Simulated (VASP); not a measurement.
A run of VASP 6.6.1 is set up as follows.

File INCAR:

```
SYSTEM = Dy3Br
PREC     = Accurate       ! precision mode
ENCUT    = 500            ! plane-wave cutoff, eV
EDIFF    = 1E-7           ! SCF threshold, eV
ISMEAR   = 0              ! smearing method
SIGMA    = 0.1            ! smearing width, eV
LREAL    = .FALSE.        ! projectors in reciprocal space
LASPH    = .TRUE.         ! aspherical terms in the spheres
NELM     = 200            ! most SCF steps
ALGO     = Normal         ! electronic algorithm
ISIF     = 3              ! what is computed and relaxed
LWAVE    = .FALSE.        ! write WAVECAR
LCHARG   = .FALSE.        ! write CHGCAR
GGA      = PE             ! functional
IBRION   = 2              ! ionic algorithm
NSW      = 100            ! ionic steps
EDIFFG   = -0.01          ! ionic threshold
GGA_COMPAT= .FALSE.      
NELMIN   = 4            
LMAXMIX  = 6              ! l up to which the mixer works
```

The input KPOINTS:

```
regular mesh
0
G
  10 10 10
  0 0 0
```

Contents of POSCAR:

```
Dy3Br
1.0
    0.0000000000      3.9088694112      3.9088694112
    3.9088694112      0.0000000000      3.9088694112
    3.9088694112      3.9088694112      0.0000000000
Dy Br
3 1
Direct
    0.7500000000      0.7500000000      0.7500000000
    0.5000000000      0.5000000000      0.5000000000
    0.2500000000      0.2500000000      0.2500000000
    0.0000000000      0.0000000000      0.0000000000
```

Potentials or basis: VASP PAW PBE potentials, release 64 (Dy_3, Br), 4f in core.

The run is started by

```console
$ cat potpaw_PBE.64/Dy_3/POTCAR potpaw_PBE.64/Br/POTCAR > POTCAR
$ mpirun -np 1 vasp_std > vasp.out
```

Estimate the relaxed cell.

a = 5.536 Å, b = 5.536 Å, c = 5.536 Å, α = 60.00°, β = 60.00°, γ = 60.00°.

Estimate the band gap on the k mesh.

zero (bands 17 and 18 overlap by 0.56 eV).

Predict the relaxed volume.

30.00 Å³/atom.

Predict the space group after relaxing (to 0.1 Å).

Fm-3m (No. 225).

Final structure:
```
Dy Br
1.0
     0.00000    3.91481    3.91481
     3.91481    0.00000    3.91481
     3.91481    3.91481    0.00000
Dy Br
3 1
Direct
  0.75000 0.75000 0.75000
  0.50000 0.50000 0.50000
  0.25000 0.25000 0.25000
  0.00000 0.00000 0.00000
```

Caveat: spin-orbit coupling is left out, which moves the levels of the heavy elements; the 4f electrons are frozen in the core, so they carry no moment and show no levels; the run has no spin polarisation, though such a crystal can be magnetic. Spin polarisation is off, so any magnetic state and its effect on volume and gap are missing.
